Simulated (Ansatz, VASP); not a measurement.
**One calculation of TiB2, two programs**

The input INCAR:

```
SYSTEM = TiB2
ALGO     = Normal         ! electronic algorithm
EDIFF    = 1E-6           ! SCF threshold, eV
ENCUT    = 520            ! plane-wave cutoff, eV
ISIF     = 2              ! what is computed and relaxed
ISMEAR   = 0              ! smearing method
LASPH    = .True.         ! aspherical terms in the spheres
LCHARG   = .False.        ! write CHGCAR
LREAL    = .False.        ! projectors in reciprocal space
LWAVE    = .False.        ! write WAVECAR
NBANDS   = 16             ! bands
NELM     = 60             ! most SCF steps
PREC     = Accurate       ! precision mode
SIGMA    = 0.02           ! smearing width, eV
```

File KPOINTS:

```
k-points
0
Gamma
  15 15 12
  0 0 0
```

POSCAR

```
TiB2
1.0
    3.0292000000      0.0000000000      0.0000000000
   -1.5146000000      2.6233641531      0.0000000000
    0.0000000000      0.0000000000      3.2284000000
Ti B
1 2
Direct
    0.0000000000      0.0000000000      0.0000000000
    0.6666666667      0.3333333333      0.5000000000
    0.3333333333      0.6666666667      0.5000000000
```

Input for Ansatz:

```yaml
crystal:
  lattice:
    - [3.0292, 0.0, 0.0]
    - [-1.5146, 2.6233641531, 0.0]
    - [0.0, 0.0, 3.2284]
  atoms:
    - { symbol: Ti, position: [0.0, 0.0, 0.0] }
    - { symbol: B, position: [0.6666666667, 0.3333333333, 0.5] }
    - { symbol: B, position: [0.3333333333, 0.6666666667, 0.5] }
hamiltonian:
  xc: lda
kpoints:
  mp_grid: { grid: [15, 15, 12] }
scf:
  occupations: { method: gaussian, width: 0.02 }
  convergence: { dr2_threshold: 1.0e-09 }
basis:
  ecutwfc: 600
output:
  eigenvalues: true
  forces: true
  stress: true
```

Alike in both runs: task single point; functional LDA; k mesh 15 × 15 × 12; occupations gaussian, width 0.02 eV; no spin polarisation.

```csv
,VASP,Ansatz
version,VASP 6.6.1,Ansatz 0.2.0
potentials or method,"VASP PAW LDA potentials, release 64 (Ti_sv, B), cutoff 520 eV","scalar-relativistic, plane waves, PAW"
valence electrons in the cell,18,18
```

|  | VASP | Ansatz | Ansatz less VASP |
| --- | --- | --- | --- |
| gap on the k mesh at the Fermi level (eV) | none | none | - |
| pressure (GPa) | -10.8 | -11.3 | -0.55 |
| traceless stress, the component that is largest in VASP (GPa) | -0.88 | -0.87 | 0.000 |

LDA's correlation is that of Perdew and Zunger in VASP and of Perdew and Wang (1992) in Ansatz. A gap of «none» marks a metal or a gap that the smearing closes. Ansatz's warnings: stress scf threshold loose.
